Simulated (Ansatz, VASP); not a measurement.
**SnSe: VASP beside Ansatz**

```
Sn Se
1.0
     0.00000    3.01000    3.01000
     3.01000    0.00000    3.01000
     3.01000    3.01000    0.00000
Sn Se
1 1
Cartesian
  0.0000 0.0000 0.0000
  3.0100 3.0100 3.0100
```

Alike in both runs: task single point; functional r2SCAN; k mesh 12 × 12 × 12; occupations gaussian, width 0.05 eV; no spin polarisation.

|  | VASP | Ansatz |
| --- | --- | --- |
| version | VASP 6.6.1 | Ansatz 0.2.0 |
| potentials or method | VASP PAW PBE potentials, release 64 (Sn_d, Se), cutoff 520 eV | scalar-relativistic, plane waves, PAW |
| valence electrons in the cell | 20 | 30 |

```csv
,VASP,Ansatz,Ansatz less VASP
gap on the k mesh at the Fermi level (eV),0.37,0.37,0.000
least direct gap on the mesh (eV),0.45,0.46,+0.001
pressure (GPa),0.0,0.0,0.00
```

VASP's potentials were made for PBE, not for r2SCAN. With one functional, cell and mesh, what is left measures potentials, basis and numerics. VASP's potentials hold 20 valence electrons a cell and Ansatz's 30, so a difference there can come from the potentials and not from the codes.
